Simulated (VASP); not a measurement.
The system is ZrAsRu.

```xyz
9
Lattice="6.6014 0.0000 0.0000 -3.3007 5.7170 0.0000 0.0000 0.0000 3.9189" Properties=species:S:1:pos:R:3 pbc="T T T"
Zr    1.3799    2.3900    1.9595
Zr   -1.9208    3.3269    1.9595
Zr    3.8416    0.0000    1.9595
As    0.0000    0.0000    1.9595
As    3.3007    1.9057    0.0000
As    0.0000    3.8113    0.0000
Ru   -0.8045    1.3934    0.0000
Ru    1.6090    0.0000    0.0000
Ru    2.4962    4.3235    0.0000
```

| Property | Result |
| --- | --- |
| Program | VASP 6.6.1 |
| Task | relaxation of volume and atoms at fixed shape |
| Functional | LDA |
| Potentials or basis | VASP PAW LDA potentials, release 64 (Zr_sv, As, Ru_pv) |
| Cutoff | 600 eV |
| k mesh | 5 × 5 × 7 |
| Occupations | methfessel-paxton, width 0.15 eV |
| Spin | no spin polarisation |

At the start: pressure -7.7 GPa; volume 16.43 Å³/atom.

How do energy, volume and symmetry change on relaxing?

Over 4 steps the energy falls by 15.4 meV/atom and the volume is 15.82 Å³/atom (-3.8 %); space group P-62m (No. 189, to 0.1 Å) before and after.

The path:
```tsv
step	energy change (eV)	largest force (eV/Å)	pressure (GPa)	volume (Å³)
1	0.0000	0.1046	-7.67	147.90
2	0.4916	0.2794	20.34	131.69
3	-0.1383	0.0119	-0.23	142.48
4	-0.1384	0.0092	-0.02	142.34
```

Final structure:
```
CELL_PARAMETERS angstrom
6.51769 0.00000 0.00000
-3.25885 5.64449 0.00000
0.00000 0.00000 3.86923
ATOMIC_POSITIONS crystal
Zr 0.41798 0.41798 0.50000
Zr 0.00000 0.58202 0.50000
Zr 0.58202 0.00000 0.50000
As 0.00000 0.00000 0.50000
As 0.66667 0.33333 0.00000
As 0.33333 0.66667 0.00000
Ru 0.00000 0.24350 0.00000
Ru 0.24350 0.00000 0.00000
Ru 0.75650 0.75650 0.00000
```
